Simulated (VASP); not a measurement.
Crystal: SrO.

```
CELL_PARAMETERS angstrom
0.00000 2.57989 2.57989
2.57989 0.00000 2.57989
2.57989 2.57989 0.00000
ATOMIC_POSITIONS crystal
Sr 0.50000 0.50000 0.50000
O 0.00000 0.00000 0.00000
```

Program: VASP 6.6.1. Alike in all runs: task single point; no spin polarisation; cell as given; k mesh 8 × 8 × 8; cutoff (eV) 520.

Question: Order these runs on this cell by their band gap on the k mesh, lowest first.
A. level PBE; potentials or basis VASP PAW PBE potentials, release 64 (Sr_sv, O); smearing fermi-dirac 0.02 eV
B. level r2SCAN; potentials or basis VASP PAW PBE potentials, release 64 (Sr_sv, O); smearing gaussian 0.01 eV
C. level LDA; potentials or basis VASP PAW LDA potentials, release 64 (Sr_sv, O); smearing gaussian 0.01 eV

Answer: C (3.11 eV), A (3.27 eV), B (3.75 eV).

A k mesh can miss the band edges.
